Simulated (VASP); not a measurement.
# Si (P6_3/mmc) in VASP: notebook

The runs below take Si through single point, with PBEsol.

Everything below comes from runs of VASP 6.6.1. Logs are shortened: lines on timing, memory, paths and dates and some standing lists are left out, and cuts for length are marked.

### 1 The cell of the first run

It takes space group P6_3/mmc (No. 194, hexagonal). The conventional cell has a = 2.678 Å, b = 2.678 Å, c = 4.506 Å, α = 90.00°, β = 90.00°, γ = 120.00°. Within 3.5 Å of Si (site symmetry -6m2) lie 12 Si at 2.68 to 2.73 Å.

This isn't the form of Si at room conditions, which is diamond.

### 2 Single point, PBEsol (13.99 Å³/atom)

INCAR reads:

```
ALGO     = Normal         # electronic algorithm
EDIFF    = 1E-6           # SCF threshold, eV
ENCUT    = 520            # plane-wave cutoff, eV
GGA      = PS             # functional
ISIF     = 2              # what is computed and relaxed
ISMEAR   = -1             # smearing method
LASPH    = T              # aspherical terms in the spheres
LCHARG   = F              # write CHGCAR
LREAL    = F              # projectors in reciprocal space
LWAVE    = F              # write WAVECAR
NBANDS   = 11             # bands
NELM     = 60             # most SCF steps
PREC     = Accurate       # precision mode
SIGMA    = 0.1            # smearing width, eV
```

KPOINTS reads:

```
k-points
0
Gamma
  15 15 8
```

POSCAR reads:

```
Si
1.0
    2.6777623518      0.0000000000      0.0000000000
   -1.3388811759      2.3190102220      0.0000000000
    0.0000000000      0.0000000000      4.5057119693
Si
2
Direct
    0.3333333333      0.6666666667      0.2500000000
    0.6666666667      0.3333333333      0.7500000000
```

Potentials or basis: VASP PAW PBE potentials, release 64 (Si).

On the command line:

```sh
$ cat potpaw_PBE.64/Si/POTCAR > POTCAR
$ mpirun -np 1 vasp_std > vasp.out
```

OUTCAR:

```text
EDIFF = 1E-6
   ENCUT = 520
   GGA = PS
   ISIF = 2
   ISMEAR = -1
   LASPH = T
   LREAL = F
   NELM = 60
   PREC = Accurate

 ion  position               nearest neighbor table
   1  0.333  0.667  0.250-   2 2.73   2 2.73   2 2.73   2 2.73   2 2.73   2 2.73
   2  0.667  0.333  0.750-   1 2.73   1 2.73   1 2.73   1 2.73   1 2.73   1 2.73

  LATTYP: Found a hexagonal cell.
 ALAT       =     2.6777623518
 C/A-ratio  =     1.6826407191

  Lattice vectors:

 A1 = (   2.6777623518,   0.0000000000,   0.0000000000)
 A2 = (  -1.3388811759,   2.3190102220,   0.0000000000)
 A3 = (   0.0000000000,   0.0000000000,   4.5057119693)

Analysis of symmetry for initial positions (statically):
=====================================================================
 Subroutine PRICEL returns:
 Original cell was already a primitive cell.

 Routine SETGRP: Setting up the symmetry group for a
 hexagonal supercell.

 Subroutine GETGRP returns: Found 24 space group operations
 (whereof 12 operations were pure point group operations)
 out of a pool of 24 trial point group operations.

The static configuration has the point symmetry D_3d.
 The point group associated with its full space group is D_6h.

Analysis of symmetry for dynamics (positions and initial velocities):
=====================================================================
 Subroutine PRICEL returns:
 Original cell was already a primitive cell.

 Routine SETGRP: Setting up the symmetry group for a
 hexagonal supercell.

 Subroutine GETGRP returns: Found 24 space group operations
 (whereof 12 operations were pure point group operations)
 out of a pool of 24 trial point group operations.

The dynamic configuration has the point symmetry D_3d.
 The point group associated with its full space group is D_6h.

 Subroutine INISYM returns: Found 24 space group operations
 (whereof 12 operations are pure point group operations),
 and found     1 'primitive' translations

----------------------------------------------------------------------------------------

                                     Primitive cell

  volume of cell :      27.9794

  direct lattice vectors                    reciprocal lattice vectors
     2.677762352  0.000000000  0.000000000     0.373446135  0.215609226  0.000000000
    -1.338881176  2.319010222  0.000000000     0.000000000  0.431218453  0.000000000
     0.000000000  0.000000000  4.505711969     0.000000000  0.000000000  0.221940507

  length of vectors
     2.677762352  2.677762352  4.505711969     0.431218453  0.431218453  0.221940507

  position of ions in fractional coordinates (direct lattice)
     0.333333333  0.666666667  0.250000000
     0.666666667  0.333333333  0.750000000

  ion indices of the primitive-cell ions
   primitive index   ion index
                 1           1
                 2           2

----------------------------------------------------------------------------------------

 KPOINTS: k-points

Automatic generation of k-mesh.
 Grid dimensions read from file:
 generate k-points for:   15   15    8

 Generating k-lattice:

  Cartesian coordinates                     Fractional coordinates (reciprocal lattice)
     0.024896409  0.014373948  0.000000000     0.066666667  0.000000000  0.000000000
     0.000000000  0.028747897  0.000000000     0.000000000  0.066666667  0.000000000
     0.000000000  0.000000000  0.027742563     0.000000000  0.000000000  0.125000000

  Length of vectors
     0.028747897  0.028747897  0.027742563

  Shift w.r.t. Gamma in fractional coordinates (k-lattice)
     0.000000000  0.000000000  0.000000000

 Subroutine IBZKPT returns following result:
 ===========================================

 Found    135 irreducible k-points:

 Following reciprocal coordinates:
            Coordinates               Weight
  0.000000  0.000000  0.000000      1.000000
  0.066667  0.000000  0.000000      6.000000
  0.133333  0.000000  0.000000      6.000000
  0.200000  0.000000  0.000000      6.000000
  0.266667  0.000000  0.000000      6.000000
  0.333333  0.000000  0.000000      6.000000
[... 16 lines left out ...]
  0.333333  0.200000  0.000000     12.000000
  0.400000  0.200000  0.000000      6.000000
 [... further k-points ...]
   k-points           NKPTS =    135   k-points in BZ     NKDIM =    135   number of bands    NBANDS=     11
   number of dos      NEDOS =    301   number of ions     NIONS =      2
   total plane-waves  NPLWV =  14400
   dimension x,y,z NGX =    20 NGY =   20 NGZ =   36
   dimension x,y,z NGXF=    40 NGYF=   40 NGZF=   72
   ions per type =               2
   NGX,Y,Z   is equivalent  to a cutoff of  12.42, 12.42, 13.28 a.u.
   NGXF,Y,Z  is equivalent  to a cutoff of  24.83, 24.83, 26.57 a.u.
 SYSTEM =  unknown system
   PREC   = accura    normal or accurate (medium, high low for compatibility)
   ISTART =      0    job   : 0-new  1-cont  2-samecut
   ICHARG =      2    charge: 1-file 2-atom 10-const
   ISPIN  =      1    spin polarized calculation?
   LNONCOLLINEAR =      F non collinear calculations
   LSORBIT =      F    spin-orbit coupling
   LASPH  =      T    aspherical Exc in radial PAW
   ENCUT  =  520.0 eV  38.22 Ry    6.18 a.u.   4.98  4.98  8.38*2*pi/ulx,y,z
   NELM   =     60;   NELMIN=  2; NELMDL= -5     # of ELM steps
   EDIFF  = 0.1E-05   stopping-criterion for ELM
   LREAL  =      F    real-space projection
   EDIFFG = 0.1E-04   stopping-criterion for IOM
   NSW    =      0    number of steps for IOM
   IBRION =     -1    ionic relax: 0-MD 1-quasi-New 2-CG
   NFREE  =      0    steps in history (QN), initial steepest desc. (CG)
   ISIF   =      2    stress and relaxation
   ISYM   =      2    0-nonsym 1-usesym 2-fastsym
   POTIM  = 0.5000    time-step for ionic-motion
   TEBEG  =    0.0;   TEEND  =   0.0 temperature during run
   PSTRESS=    0.0 pullay stress
   NELECT =       8.0000    total number of electrons
   NUPDOWN=      -1.0000    fix difference up-down
   EMIN   =  10.00;   EMAX   =-10.00  energy-range for DOS
   EFERMI =   0.00;   METHOD = LEGACY
   ISMEAR =    -1;   SIGMA  =   0.10  broadening in eV -4-tet -1-fermi 0-gaus
   EFERMI_NEDOS =   21; number of points for ismear=-14 and -15
   IALGO  =     38    algorithm
   IMIX   =      4    mixing-type and parameters
     AMIX     =   0.40;   BMIX     =  1.00
     AMIX_MAG =   1.60;   BMIX_MAG =  1.00
  volume/ion in A,a.u.               =      13.99        94.41
  Fermi-wavevector in a.u.,A,eV,Ry     =   1.078513  2.038094 15.826170  1.163191
  Thomas-Fermi vector in A             =   2.214454
   LORBIT       =      0    0 simple, 1 ext, 2 COOP (PROOUT), +10 PAW based schemes
   GGA     = PS    functional components
   LHFCALC =     F    Hartree Fock is set to
   AEXX    =    0.0000 exact exchange contribution
   IVDW    =     0    specifies the selected vdW correction
   LEPSILON=     F    determine dielectric tensor
   LRPA    =     F    only Hartree local field effects (RPA)
 non-spin polarized calculation
  energy-cutoff  :      520.00
  volume of cell :       27.98
 maximum number of plane-waves:       771
 NGX is ok and might be reduce to    20
   NGX =  9   NGY =  9   NGZ = 17

 number of electron       8.0000001 magnetization

 Free energy of the ion-electron system (eV)
  ---------------------------------------------------
  ext. energy  EPLUGINS =         0.00000000
  ---------------------------------------------------
  free energy    TOTEN  =       -10.76045317 eV

  energy without entropy =      -10.73495075  energy(sigma->0) =      -10.74770196

 E-fermi :  10.5753     XC(G=0): -11.3817

 val. band max:       10.5749610798   @ k =   0.2000   0.2000   0.3750
 cond. band min:      10.5766030489   @ k =   0.3333   0.3333   0.0000
 fundamental gap:      0.0016419690
 Fermi energy:        10.5753414049

 k-point     1 :       0.0000    0.0000    0.0000
  band No.  band energies     occupation
      1      -4.1997      2.00000
      2       2.4410      2.00000
      3       3.2600      2.00000
      4      19.4683      0.00000
      5      19.4683      0.00000
      6      20.7701      0.00000
      7      20.7701      0.00000
      8      21.4806      0.00000
      9      21.6964      0.00000
     10      23.8838      0.00000
     11      24.6753      0.00000

 k-point     2 :       0.0667    0.0000    0.0000
  band No.  band energies     occupation
      1      -4.0796      2.00000
      2       2.5595      2.00000
      3       3.3734      2.00000
      4      17.7271      0.00000
      5      18.5499      0.00000
      6      20.3225      0.00000
      7      21.4199      0.00000
      8      21.7549      0.00000
      9      22.5082      0.00000
     10      23.0540      0.00000
     11      23.8308      0.00000

 k-point     3 :       0.1333    0.0000    0.0000
  band No.  band energies     occupation
      1      -3.7197      2.00000
      2       2.9140      2.00000
      3       3.7135      2.00000
      4      15.0702      0.00000
      5      17.3647      0.00000
      6      19.4166      0.00000
      7      20.7027      0.00000
      8      20.8837      0.00000
      9      22.0692      0.00000
     10      23.2462      0.00000
     11      23.6397      0.00000
[... 267 lines left out ...]
 k-point    23 :       0.3333    0.2000    0.0000
  band No.  band energies     occupation
      1       1.5887      2.00000
      2       5.0917      2.00000
      3       8.0573      2.00000
      4       8.6166      2.00000
      5       8.6824      2.00000
      6      11.4925      0.00021
      7      12.2456      0.00000
      8      14.7046      0.00000
      9      16.2794      0.00000
     10      23.3731      0.00000
     11      26.8075      0.00000

 k-point    24 :       0.4000    0.2000    0.0000
  band No.  band energies     occupation
      1       2.9631      2.00000
      2       3.5101      2.00000
      3       8.3926      2.00000
      4       9.4668      1.99997
      5       9.6716      1.99976
      6       9.9927      1.99412
      7      11.0826      0.01246
      8      14.5986      0.00000
      9      16.1199      0.00000
     10      23.2876      0.00000
     11      27.4266      0.00000

 [... further k-points ...]

------------------------ aborting loop because EDIFF is reached ----------------------------------------

  FORCE on cell =-STRESS in cart. coord.  units (eV):
  Direction    XX          YY          ZZ          XY          YZ          ZX
  --------------------------------------------------------------------------------------
  -------------------------------------------------------------------------------------
  Total       -0.1152478     -0.1152478      0.1305006      0.0000000      0.0000000      0.0000000
  in kB       -6.5994078     -6.5994078      7.4728249      0.0000000      0.0000000      0.0000000
  external PRESSURE =      -1.9086636 kB  Pullay stress =       0.0000000 kB

 VOLUME and BASIS-vectors are now :
 -----------------------------------------------------------------------------
  energy-cutoff  :      520.00
  volume of cell :       27.98
      direct lattice vectors                 reciprocal lattice vectors
     2.677762352  0.000000000  0.000000000     0.373446135  0.215609226  0.000000000
    -1.338881176  2.319010222  0.000000000     0.000000000  0.431218453  0.000000000
     0.000000000  0.000000000  4.505711969     0.000000000  0.000000000  0.221940507

 POSITION                                       TOTAL-FORCE (eV/Angst)
 -----------------------------------------------------------------------------------
     -0.00000      1.54601      1.12643         0.000000     -0.000000      0.000000
      1.33888      0.77300      3.37928        -0.000000      0.000000      0.000000
 -----------------------------------------------------------------------------------
    total drift:                                0.000000     -0.000000      0.000000

  FREE ENERGIE OF THE ION-ELECTRON SYSTEM (eV)
  ---------------------------------------------------
  free  energy   TOTEN  =       -10.7604531664 eV

  energy  without entropy=      -10.7349507519  energy(sigma->0) =      -10.74770196
```

Run time: 34 s. Hardware: 1 thread of Intel Xeon 8259CL, shared host; peak memory 0.15 GiB.

What came out:

```yaml
Free_energy: -10.7605 eV
Pressure: -0.2 GPa
Band_gap_on_the_k_mesh: zero (bands 4 and 5 overlap by 12.61 eV)
```

Caveat: the PAW data sets were made with another functional, which shifts forces and pressure a little.

### 3 Single point, PBEsol (14.55 Å³/atom)

This run uses another cell than the first one, of 14.55 Å³/atom.

INCAR reads:

```
  PREC = Accurate
  ENCUT = 520
  EDIFF = 1E-7
  ISMEAR = -1
  SIGMA = 0.1
  LREAL = F
  LASPH = T
  NELM = 100
  ALGO = Normal
  ISIF = 2
  LWAVE = F
  LCHARG = F
  GGA = PS
  NBANDS = 11
```

KPOINTS reads:

```
Automatic mesh
0
Gamma
  15 15 8
```

POSCAR reads:

```
Si
1.0
    2.7130001080      0.0000000000      0.0000000000
   -1.3565000540      2.3495270140      0.0000000000
    0.0000000000      0.0000000000      4.5650044526
Si
2
Direct
    0.3333333333      0.6666666667      0.2500000000
    0.6666666667      0.3333333333      0.7500000000
```

Potentials or basis: VASP PAW PBE potentials, release 64 (Si).

On the command line:

```sh
$ cat potpaw_PBE.64/Si/POTCAR > POTCAR
$ mpirun -np 1 vasp_std > vasp.out
```

OUTCAR:

```text
PREC = Accurate
   ENCUT = 520
   EDIFF = 1E-7
   ISMEAR = -1
   LREAL = F
   LASPH = T
   NELM = 100
   ISIF = 2
   GGA = PS

 ion  position               nearest neighbor table
   1  0.333  0.667  0.250-   2 2.77   2 2.77   2 2.77   2 2.77   2 2.77   2 2.77
   2  0.667  0.333  0.750-   1 2.77   1 2.77   1 2.77   1 2.77   1 2.77   1 2.77

  LATTYP: Found a hexagonal cell.
 ALAT       =     2.7130001080
 C/A-ratio  =     1.6826407191

  Lattice vectors:

[... 523 lines left out ...]

------------------------ aborting loop because EDIFF is reached ----------------------------------------

  FORCE on cell =-STRESS in cart. coord.  units (eV):
  Direction    XX          YY          ZZ          XY          YZ          ZX
  --------------------------------------------------------------------------------------
  -------------------------------------------------------------------------------------
  Total       -0.7304410     -0.7304410     -0.4796108      0.0000000      0.0000000     -0.0000000
  in kB      -40.2183521    -40.2183521    -26.4075493      0.0000000      0.0000000     -0.0000000
  external PRESSURE =     -35.6147512 kB  Pullay stress =       0.0000000 kB

 VOLUME and BASIS-vectors are now :
 -----------------------------------------------------------------------------
  energy-cutoff  :      520.00
  volume of cell :       29.10
      direct lattice vectors                 reciprocal lattice vectors
     2.713000108  0.000000000  0.000000000     0.368595636  0.212808790  0.000000000
    -1.356500054  2.349527014  0.000000000     0.000000000  0.425617579  0.000000000
     0.000000000  0.000000000  4.565004453     0.000000000  0.000000000  0.219057837

 POSITION                                       TOTAL-FORCE (eV/Angst)
 -----------------------------------------------------------------------------------
     -0.00000      1.56635      1.14125         0.000000     -0.000000      0.000000
      1.35650      0.78318      3.42375        -0.000000      0.000000      0.000000
 -----------------------------------------------------------------------------------
    total drift:                               -0.000000      0.000000     -0.000000

  FREE ENERGIE OF THE ION-ELECTRON SYSTEM (eV)
  ---------------------------------------------------
  free  energy   TOTEN  =       -10.7469853546 eV

  energy  without entropy=      -10.7196690756  energy(sigma->0) =      -10.73332722
```

stdout:

```text
POSCAR found type information on POSCAR Si
 POSCAR found :  1 types and       2 ions
 scaLAPACK will be used
 -----------------------------------------------------------------------------
|                                                                             |
|                                                                             |
|     You enforced a specific xc type in the INCAR file but a different       |
|     I HOPE YOU KNOW WHAT YOU ARE DOING!                                     |
|                                                                             |
 -----------------------------------------------------------------------------

 LDA part: xc-table for (Slater+PW92), standard interpolation
 POSCAR, INCAR and KPOINTS ok, starting setup
 FFT: planning ... GRIDC
 FFT: planning ... GRID_SOFT
 FFT: planning ... GRID
 WAVECAR not read
 entering main loop
```

Run time: 40 s. Hardware: 1 thread of Intel Xeon 8259CL, shared host; peak memory 0.16 GiB.

What came out:

| Quantity | Value |
| --- | --- |
| Free energy | -10.7470 eV |
| Pressure | -3.6 GPa |
| Band gap on the k mesh | zero (bands 4 and 5 overlap by 12.12 eV) |

Stress tensor (GPa, compression positive):
```
-4.02  0.00  0.00
 0.00 -4.02  0.00
 0.00  0.00 -2.64
```

Caveat: the cell stands under tension; the PAW data sets were made with another functional, which shifts forces and pressure a little.

(Part 1 of 2 ends here.)
